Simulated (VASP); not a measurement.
Write the native input for VASP 6.6.1 that does the following.

| Quantity | Value |
| --- | --- |
| Task | single point |
| Functional | PBE |
| Potentials or basis | VASP PAW PBE potentials, release 64 (Ge_d) |
| Cutoff | 520 eV |
| k mesh | 9 × 9 × 1 |
| Occupations | fermi-dirac, width 0.02 eV |
| Spin | no spin polarisation |
| Dipole correction | yes |
| k mesh for the DOS | 14 × 14 × 1 |
| Occupations for the DOS | tetrahedron |
| Further INCAR settings | ALGO = Normal; EDIFF = 1e-06; NBANDS = 36 |

Ge, a slab with vacuum:

```xyz
4
Lattice="4.0736 0.0000 0.0000 -2.0368 3.5278 0.0000 0.0000 0.0000 20.1576" Properties=species:S:1:pos:R:3 pbc="T T T"
Ge    0.0000    1.1759    8.0000
Ge    0.0000    3.5278    8.8315
Ge    0.0000    3.5278   11.3261
Ge    2.0368    2.3519   12.1576
```

One way to write it, as run:

POSCAR

```
Ge
1.0
    4.0736070246      0.0000000000      0.0000000000
   -2.0368035123      3.5278471684      0.0000000000
    0.0000000000      0.0000000000     20.1576000000
Ge
4
Direct
    0.1666666665      0.3333333335      0.3968724510
    0.5000000005      0.9999999995      0.4381234709
    0.5000000005      0.9999999995      0.5618765296
    0.8333333335      0.6666666665      0.6031275490
```

INCAR.step1

```
SYSTEM = Ge
  ALGO = Normal
  DIPOL = 0.5 0.5 0.500
  EDIFF = 1E-6
  ENCUT = 520
  GGA = PE
  IDIPOL = 3
  ISIF = 2
  ISMEAR = -1
  LASPH = .True.
  LCHARG = .True.
  LDIPOL = .True.
  LREAL = .False.
  LWAVE = .False.
  NBANDS = 36
  NELM = 60
  PREC = Accurate
  SIGMA = 0.02
```

KPOINTS.step1

```
k-points
0
Gamma
  9 9 1
  0 0 0
```

INCAR.step2

```
SYSTEM = Ge
  ALGO = Normal
  DIPOL = 0.5 0.5 0.500
  EDIFF = 1E-6
  ENCUT = 520
  GGA = PE
  ICHARG = 11
  IDIPOL = 3
  ISIF = 2
  ISMEAR = -5
  LASPH = .True.
  LCHARG = .False.
  LDIPOL = .True.
  LORBIT = 10
  LREAL = .False.
  LWAVE = .False.
  NBANDS = 36
  NEDOS = 2001
  NELM = 60
  PREC = Accurate
  SIGMA = 0.02
```

KPOINTS.step2

```
k-points
0
Gamma
  14 14 1
  0 0 0
```

Potentials or basis: VASP PAW PBE potentials, release 64 (Ge_d).

Launch:

```console
$ cat potpaw_PBE.64/Ge_d/POTCAR > POTCAR
$ cp INCAR.step1 INCAR
$ cp KPOINTS.step1 KPOINTS
$ mpirun -np 1 vasp_std > vasp.out
$ cp INCAR.step2 INCAR
$ cp KPOINTS.step2 KPOINTS
$ mpirun -np 1 vasp_std > vasp.out
```

It gave:

* Valence electrons inside the program's atomic spheres: Ge 12.27, 12.35 (each value once)

Wall time 4.2 min on 1 thread of AMD EPYC 7R13 Processor (Zen 3) (shared host), peak memory 0.38 GiB.
